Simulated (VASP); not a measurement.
RbBr, 2 atoms in the cell. The structure is cubic, space group Fm-3m (No. 225). The conventional cell has a = 6.922 Å, b = 6.922 Å, c = 6.922 Å, α = 90.00°, β = 90.00°, γ = 90.00°. Within 4.5 Å of Rb (site symmetry m-3m) lie 6 Br at 3.46 Å. Within 4.5 Å of Br (site symmetry m-3m) lie 6 Rb at 3.46 Å. 

* Program: VASP 6.6.1
* Task: single point
* Functional: PBE
* Potentials or basis: VASP PAW PBE potentials, release 64 (Rb_sv, Br)
* Cutoff: 520 eV
* k mesh: 4 × 4 × 4
* Occupations: fermi-dirac, width 0.001 eV
* Spin: no spin polarisation
* Dipole correction: no
* Further INCAR settings: ALGO = Normal; EDIFF = 1e-06; NBANDS = 15

Potentials or basis: VASP PAW PBE potentials, release 64 (Rb_sv, Br).

Run with:

```bash
$ cat potpaw_PBE.64/Rb_sv/POTCAR potpaw_PBE.64/Br/POTCAR > POTCAR
$ mpirun -np 1 vasp_std > vasp.out
```

Hardware: 1 thread of AMD EPYC 7R13 Processor (Zen 3), with other jobs on the host.

Problem. How long does it take, and how much memory?

Solution. Wall time 28 s on 1 thread of AMD EPYC 7R13 Processor (Zen 3), on a shared host, peak memory 0.17 GiB. Counts: scf iterations 13, k points 8.
